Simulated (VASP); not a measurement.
NaH: single point with PBE

NaH:

```xyz
4
Lattice="3.9315 0.0000 0.0000 -1.9658 3.4048 0.0000 0.0000 0.0000 4.8248" Properties=species:S:1:pos:R:3 pbc="T T T"
Na    0.0000    2.2699   -0.3016
Na    1.9658    1.1349    2.1108
H     0.0000    2.2699    2.1109
H     1.9658    1.1349    4.5233
```

This cell differs from its parent crystal: volume changed by -3%.

```json
{
  "Program": "VASP 6.6.1",
  "Task": "single point",
  "Functional": "PBE",
  "Potentials or basis": "VASP PAW PBE potentials, release 64 (Na_pv, H)",
  "Cutoff": "520 eV",
  "k mesh": "6 × 6 × 4",
  "Occupations": "gaussian, width 0.01 eV",
  "Spin": "no spin polarisation"
}
```

```yaml
Pressure: 0.6 GPa
Band_gap_on_the_k_mesh: 3.35 eV, indirect (least direct gap 4.25 eV)
```

Levels at points of the mesh, in eV from the valence-band top:
| k point | band 5 | band 6 | band 7 | band 8 | band 9 | band 10 | band 11 | band 12 |
| --- | --- | --- | --- | --- | --- | --- | --- | --- |
| (0.00, 0.00, 0.00) | -22.20 | -22.18 | -3.36 | -0.02 | 4.91 | 8.05 | 10.41 | 10.41 |
| (0.50, 0.00, 0.00) | -22.21 | -22.20 | -1.51 | -0.61 | 3.89 | 7.57 | 7.66 | 7.93 |
| (0.00, 0.00, 0.50) | -22.22 | -22.22 | -2.04 | -2.04 | 6.99 | 6.99 | 11.16 | 11.16 |
| (0.50, 0.00, 0.50) | -22.20 | -22.20 | -0.82 | -0.82 | 3.98 | 3.98 | 8.58 | 8.58 |

It took 10 s on 1 thread of Intel(R) Xeon(R) 6975P-C (Granite Rapids), with other jobs on the host, peak memory 0.17 GiB.

 A k mesh can miss the band edges.
